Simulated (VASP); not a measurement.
Write the native input for VASP 6.6.1 that does the following.

```yaml
Task: single point
Functional: PBE
Potentials_or_basis: VASP PAW PBE potentials, release 64 (Ba_sv, Ti_sv, O)
Cutoff: 520 eV
k_mesh: 9 × 9 × 9
Occupations: gaussian, width 0.1 eV
Spin: no spin polarisation
Dipole_correction: no
Further_INCAR_settings: ALGO = Normal; EDIFF = 1e-06; NBANDS = 28
```

The structure of BaTiO3 lies in POSCAR:

```
BaTiO3
1.0
    4.0060000000      0.0000000000      0.0000000000
    0.0000000000      4.0060000000      0.0000000000
    0.0000000000      0.0000000000      4.0060000000
Ba Ti O
1 1 3
Direct
    0.4995820000      0.4932190000      0.5062780000
    0.0000700000     -0.0020440000     -0.0109340000
    0.0033810000      0.0076360000      0.4931720000
    0.0002570000      0.4939700000      0.0067890000
    0.5026220000     -0.0065370000      0.0085460000
```

The input as run:

INCAR

```
SYSTEM = BaTiO3
PREC = Accurate ; ENCUT = 520
EDIFF = 1E-6 ; ISMEAR = 0
SIGMA = 0.1 ; LREAL = .FALSE.
LASPH = .TRUE. ; NELM = 80
ALGO = Normal ; ISIF = 2
LWAVE = .FALSE. ; LCHARG = .FALSE.
GGA = PE ; NBANDS = 28
```

KPOINTS

```
regular mesh
0
G
  9 9 9
  0 0 0
```

Potentials or basis: VASP PAW PBE potentials, release 64 (Ba_sv, Ti_sv, O).

The run is started by

```bash
$ cat potpaw_PBE.64/Ba_sv/POTCAR potpaw_PBE.64/Ti_sv/POTCAR potpaw_PBE.64/O/POTCAR > POTCAR
$ mpirun -np 1 vasp_std > vasp.out
```

Results of the run:

| Quantity | Value |
| --- | --- |
| Pressure | 3.5 GPa |
| Largest force | 0.743 eV/Å |
| Band gap on the k mesh | 1.78 eV (least direct gap 1.90 eV) |

Caveat: the cell stands under pressure; spin-orbit coupling is left out, which moves the levels of the heavy elements; an odd mesh through Γ misses points on the zone boundary, where band edges can lie.

Run time: 4.2 min on 1 thread of Intel(R) Xeon(R) 6975P-C (Granite Rapids), on a shared host, peak memory 0.67 GiB.
